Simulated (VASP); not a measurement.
# W: single point with PBEsol

Crystal: W.

```
CELL_PARAMETERS angstrom
-1.57718 1.57718 1.57718
1.57718 -1.57718 1.57718
1.57718 1.57718 -1.57718
ATOMIC_POSITIONS crystal
W 0.00000 0.00000 0.00000
```

| Item | Value |
| --- | --- |
| Program | VASP 6.6.1 |
| Task | single point |
| Functional | PBEsol |
| Potentials or basis | VASP PAW PBE potentials, release 64 (W_sv) |
| Cutoff | 520 eV |
| k mesh | 26 × 26 × 26 |
| Occupations | gaussian, width 0.15 eV |
| Spin | no spin polarisation |
| Dipole correction | no |
| Further INCAR settings | ALGO = Normal; EDIFF = 1e-06; NBANDS = 13 |

```yaml
Pressure: 0.5 GPa
Band_gap_on_the_k_mesh: zero (bands 7 and 8 overlap by 6.50 eV)
```

Levels at points of the mesh, in eV from the Fermi level:
```csv
k point,band 4,band 5,band 6,band 7,band 8,band 9,band 10,band 11
"(0.00, 0.00, 0.00)",-37.69,-9.72,-1.26,-1.26,-1.26,2.25,2.25,14.56
"(0.50, 0.00, 0.00)",-37.69,-6.37,-3.63,0.72,2.15,3.14,6.25,11.22
"(0.50, 0.50, 0.50)",-38.62,-5.94,-5.94,5.24,5.24,5.24,8.33,8.33
```

Run time: 110 s on 1 thread of Intel Xeon 8259CL, with other jobs on the host, peak memory 0.21 GiB.

Caveat: the PAW data sets were made with another functional, which shifts forces and pressure a little; spin-orbit coupling is left out, which moves the levels of the heavy elements.
